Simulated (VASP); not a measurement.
A run of VASP 6.6.1:

Contents of INCAR:

```
ALGO = Normal
EDIFF = 1E-7
ENCUT = 520
GGA = PE
ISIF = 2
ISMEAR = 0
LASPH = T
LCHARG = F
LREAL = F
LWAVE = F
NBANDS = 14
NELM = 80
PREC = Accurate
SIGMA = 0.1
```

File KPOINTS:

```
k-points
0
Gamma
  16 16 16
```

Contents of POSCAR:

```
Bi
1.0
   -2.0489180557      2.0489180557      2.0489180557
    2.0489180557     -2.0489180557      2.0489180557
    2.0489180557      2.0489180557     -2.0489180557
Bi
1
Direct
    0.0000000000      0.0000000000      0.0000000000
```

Potentials or basis: VASP PAW PBE potentials, release 64 (Bi_d).

The run is started by

```console
$ cat potpaw_PBE.64/Bi_d/POTCAR > POTCAR
$ mpirun -np 1 vasp_std > vasp.out
```

Hardware: 1 thread of Intel(R) Xeon(R) 6975P-C (Granite Rapids) (shared host).

Q: How long does it take, and how much memory?

A: It took 34 s on 1 thread of Intel(R) Xeon(R) 6975P-C (Granite Rapids), with other jobs on the host, peak memory 0.19 GiB. Counts: scf iterations 11, k points 145.
